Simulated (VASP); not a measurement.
KI:

```xyz
2
Lattice="0.0000 3.8866 3.8866 3.8866 0.0000 3.8866 3.8866 3.8866 0.0000" Properties=species:S:1:pos:R:3 pbc="T T T"
K     0.0000    0.0000    0.0000
I     1.9433    1.9433    1.9433
```

This cell differs from its parent crystal: strain -2.0%.

Base run:

* Program: VASP 6.6.1
* Functional: PBE
* Potentials or basis: VASP PAW PBE potentials, release 64 (K_sv, I)
* Cutoff: 520 eV
* k mesh: 6 × 6 × 6
* Occupations: fermi-dirac, width 0.02 eV
* Spin: no spin polarisation

Its results: band gap on the k mesh 4.03 eV, indirect (least direct gap 4.03 eV); pressure 0.7 GPa.

Task: The run is repeated on the same cell with these changes: functional from PBE to r2SCAN; occupations from fermi-dirac, width 0.02 eV to gaussian, width 0.01 eV. What comes out?

Result: Band gap on the k mesh 4.55 eV, indirect (least direct gap 4.56 eV); pressure 0.6 GPa.

Caveats: spin-orbit coupling is left out, which moves the levels of the heavy elements; the PAW data sets were made with another functional, which shifts forces and pressure a little (some runs).

A k mesh can miss the band edges.
